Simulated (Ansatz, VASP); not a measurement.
**KMgF3 in VASP and in Ansatz**

File INCAR:

```
PREC     = Accurate       # precision mode
ENCUT    = 520            # plane-wave cutoff, eV
EDIFF    = 1E-6           # SCF threshold, eV
ISMEAR   = 0              # smearing method
SIGMA    = 0.05           # smearing width, eV
LREAL    = F              # projectors in reciprocal space
LASPH    = T              # aspherical terms in the spheres
NELM     = 100            # most SCF steps
ALGO     = Normal         # electronic algorithm
ISIF     = 2              # what is computed and relaxed
LWAVE    = F              # write WAVECAR
LCHARG   = T              # write CHGCAR
GGA      = PS             # functional
LELF     = T              # ELF
LVHAR    = T            
NBANDS   = 24             # bands
```

File KPOINTS:

```
Automatic mesh
0
Gamma
  6 6 6
```

POSCAR

```
KMgF3
1.0
    3.9261115000      0.0000000000      0.0000000000
    0.0000000000      3.9261115000      0.0000000000
    0.0000000000      0.0000000000      3.9859000000
K Mg F
1 1 3
Direct
    0.5000000000      0.5000000000      0.5000000000
    0.0000000000      0.0000000000      0.0000000000
    0.5000000000      0.0000000000      0.0000000000
    0.0000000000      0.5000000000      0.0000000000
    0.0000000000      0.0000000000      0.5000000000
```

Input for Ansatz:

```yaml
crystal:
  lattice:
    - [3.9261115, 0.0, 0.0]
    - [0.0, 3.9261115, 0.0]
    - [0.0, 0.0, 3.9859]
  atoms:
    - { symbol: K, position: [0.5, 0.5, 0.5] }
    - { symbol: Mg, position: [0.0, 0.0, 0.0] }
    - { symbol: F, position: [0.5, 0.0, 0.0] }
    - { symbol: F, position: [0.0, 0.5, 0.0] }
    - { symbol: F, position: [0.0, 0.0, 0.5] }
basis:
  ecutwfc: 420
kpoints:
  mp_grid: { grid: [6, 6, 6] }
hamiltonian:
  xc: pbesol
scf:
  occupations: { method: gaussian, width: 0.05 }
output:
  forces: true
  stress: true
  eigenvalues: true
```

Change from the starting cell: strain -0.015 along x and y, +0.000 along z, atoms carried along.

Alike in both runs: task single point; functional PBEsol; k mesh 6 × 6 × 6; occupations gaussian, width 0.05 eV; no spin polarisation.

|  | VASP | Ansatz |
| --- | --- | --- |
| version | VASP 6.6.1 | Ansatz 0.2.0 |
| potentials or method | VASP PAW PBE potentials, release 64 (K_sv, Mg, F), cutoff 520 eV | scalar-relativistic, plane waves, PAW |
| valence electrons in the cell | 32 | 40 |

VASP gave:

| Quantity | Value |
| --- | --- |
| gap on the k mesh at the Fermi level (eV) | 7.34 |
| least direct gap on the mesh (eV) | 7.67 |
| pressure (GPa) | 2.3 |
| traceless stress, the component that is largest in VASP (GPa) | -1.13 |

Problem. Estimate Ansatz's values.

Solution. gap on the k mesh at the Fermi level (eV): 7.36; least direct gap on the mesh (eV): 7.69; pressure (GPa): 2.7; traceless stress, the component that is largest in VASP (GPa): -1.13.

VASP's potentials were made for PBE, not for PBEsol. VASP's potentials hold 32 valence electrons a cell and Ansatz's 40, so a difference there can come from the potentials and not from the codes.
